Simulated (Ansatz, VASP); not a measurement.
**Two plane-wave programs on C**

Contents of INCAR:

```
SYSTEM = C
PREC     = Accurate       ! precision mode
ENCUT    = 600            ! plane-wave cutoff, eV
EDIFF    = 1E-6           ! SCF threshold, eV
ISMEAR   = -1             ! smearing method
SIGMA    = 0.1            ! smearing width, eV
LREAL    = .False.        ! projectors in reciprocal space
LASPH    = .True.         ! aspherical terms in the spheres
NELM     = 100            ! most SCF steps
ALGO     = Normal         ! electronic algorithm
ISIF     = 3              ! what is computed and relaxed
LWAVE    = .False.        ! write WAVECAR
LCHARG   = .False.        ! write CHGCAR
GGA      = PS             ! functional
IBRION   = 2              ! ionic algorithm
NSW      = 80             ! ionic steps
EDIFFG   = -0.01          ! ionic threshold
```

KPOINTS

```
regular mesh
0
Gamma
  16 16 16
  0 0 0
```

The input POSCAR:

```
C
1.0
    1.9260827495      0.0000000000      0.0000000000
    0.0000000000      1.9260827495      0.0000000000
    0.0000000000      0.0000000000      1.9260827495
C
1
Direct
    0.0000000000      0.0000000000      0.0000000000
```

Input for Ansatz:

```yaml
crystal:
  lattice:
    - [1.9260827495, 0.0, 0.0]
    - [0.0, 1.9260827495, 0.0]
    - [0.0, 0.0, 1.9260827495]
  atoms:
    - { symbol: C, position: [0.0, 0.0, 0.0] }
hamiltonian:
  xc: pbesol
  pseudopotentials:
    kind: paw
    azcp:
      C: "pseudopotentials/C.paw.azcp"
basis:
  ecutwfc: 420
  fft_grid_basis: typed
kpoints:
  mp_grid: { grid: [16, 16, 16], shift: [0, 0, 0] }
magnetization:
  spin_polarized: false
scf:
  occupations: { method: fermi_dirac, width: 0.1 }
relax:
  max_steps: 60
  f_tol: 0.01
  cell: {}
output:
  write_density: true
  write_potential: true
  elf: true
  volumetric_format: npy
```

Alike in both runs: task relaxation of cell and atoms; functional PBEsol; k mesh 16 × 16 × 16; occupations fermi-dirac, width 0.1 eV; no spin polarisation.

|  | VASP | Ansatz |
| --- | --- | --- |
| version | VASP 6.6.1 | Ansatz 0.2.0 |
| potentials or method | VASP PAW PBE potentials, release 64 (C), cutoff 600 eV | plane waves (420 eV) with PAW, scalar-relativistic |
| valence electrons in the cell | 4 | 4 |

|  | VASP | Ansatz | Ansatz less VASP |
| --- | --- | --- | --- |
| relaxed volume (Å³/atom) | 5.40 | 5.41 | +0.001 |
| relaxed cell length with the largest relative difference (Å) | 1.755 | 1.755 | +0.0001 |

VASP's potentials were made for PBE, not for PBEsol, and Ansatz warns of the same on its side.

Noted on VASP's run: the volume moved by over 15 % at a fixed basis, so the end points are rough.
